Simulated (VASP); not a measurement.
Runs of VASP 6.6.1 on PbSe. The structure is that of space group R-3m (No. 166), or close to it. The cells are those of the table. 

```tsv
cell	gap on the mesh (eV)	pressure (GPa)
a = 3.980 Å, angles 105.7°, 2 atoms	none	(b)
a = 3.806 Å, angles 95.9°, 2 atoms	none	-0.8
a = 3.891 Å, angles 75.7°, 2 atoms	none	0.6
a = 3.876 Å, angles 101.4°, 2 atoms	none	7.0
a = 4.129 Å, angles 109.5°, 2 atoms	none	(a)
```

Alike in all rows: task single point; level PBE+D3(BJ); potentials or basis VASP PAW PBE potentials, release 64 (Pb_d, Se); no spin polarisation; k mesh 14 × 14 × 14; cutoff (eV) 520; smearing gaussian 0.15 eV.

**Question.** Fill in the values left out.

**Answer.** (a) 60.2; (b) 24.6.

Caveats: spin-orbit coupling is left out, which moves the levels of the heavy elements; pairwise dispersion overbinds metals, which lowers pressure and volume.

A k mesh can miss the band edges, and the runs leave out spin-orbit coupling on Pb, Se.

A gap of «none» marks levels without a gap at the run's occupations.
